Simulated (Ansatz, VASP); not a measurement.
Two plane-wave programs on Hf

The input INCAR:

```
PREC     = Accurate       # precision mode
ENCUT    = 520            # plane-wave cutoff, eV
EDIFF    = 1E-6           # SCF threshold, eV
ISMEAR   = -1             # smearing method
SIGMA    = 0.1            # smearing width, eV
LREAL    = F              # projectors in reciprocal space
LASPH    = T              # aspherical terms in the spheres
NELM     = 80             # most SCF steps
ALGO     = Normal         # electronic algorithm
ISIF     = 2              # what is computed and relaxed
LWAVE    = F              # write WAVECAR
LCHARG   = T              # write CHGCAR
GGA      = B5             # functional
ALDAX    = 1.0          
AGGAX    = 1.0          
AGGAC    = 1.0          
ALDAC    = 0.0          
LELF     = T              # ELF
LVHAR    = T            
NBANDS   = 28             # bands
```

File KPOINTS:

```
regular mesh
0
Gamma
  13 13 4
```

POSCAR

```
Hf
1.0
    3.3516274112      0.0000000000      0.0000000000
   -1.6758137056      2.9025944821      0.0000000000
    0.0000000000      0.0000000000     10.7140598157
Hf
4
Direct
    0.0000000000      1.0000000000      0.0000000000
    0.0000000000      1.0000000000      0.5000000000
    0.3333333333      0.6666666667      0.2500000000
    0.6666666667      0.3333333333      0.7500000000
```

Input for Ansatz:

```yaml
crystal:
  lattice:
    - [3.3516274112, 0.0, 0.0]
    - [-1.6758137056, 2.9025944821, 0.0]
    - [0.0, 0.0, 10.7140598157]
  atoms:
    - { symbol: Hf, position: [0.0, 1.0, 0.0] }
    - { symbol: Hf, position: [0.0, 1.0, 0.5] }
    - { symbol: Hf, position: [0.3333333333, 0.6666666667, 0.25] }
    - { symbol: Hf, position: [0.6666666667, 0.3333333333, 0.75] }
hamiltonian:
  xc: blyp
  pseudopotentials:
    kind: paw
    azcp:
      Hf: "pseudopotentials/Hf.paw.azcp"
basis:
  ecutwfc: 420
  fft_grid_basis: typed
kpoints:
  mp_grid: { grid: [13, 13, 4], shift: [0, 0, 0] }
magnetization:
  spin_polarized: false
scf:
  occupations: { method: fermi_dirac, width: 0.1 }
  lower_state_search: "off"
output:
  stress: true
```

Alike in both runs: task single point; functional BLYP; k mesh 13 × 13 × 4; occupations fermi-dirac, width 0.1 eV; no spin polarisation.

|  | VASP | Ansatz |
| --- | --- | --- |
| version | VASP 6.6.1 | Ansatz 0.2.0 |
| potentials or method | VASP PAW PBE potentials, release 64 (Hf_pv), cutoff 520 eV | plane waves (420 eV) with PAW, scalar-relativistic |
| valence electrons in the cell | 40 | 104 |

|  | VASP | Ansatz | Ansatz less VASP |
| --- | --- | --- | --- |
| pressure (GPa) | -9.3 | -9.2 | +0.05 |
| traceless stress, the component that is largest in VASP (GPa) | -0.07 | -0.04 | +0.029 |

VASP's potentials were made for PBE, not for BLYP. VASP's potentials hold 40 valence electrons a cell and Ansatz's 104, so a difference there can come from the potentials and not from the codes.

Neither program's run includes spin-orbit coupling.
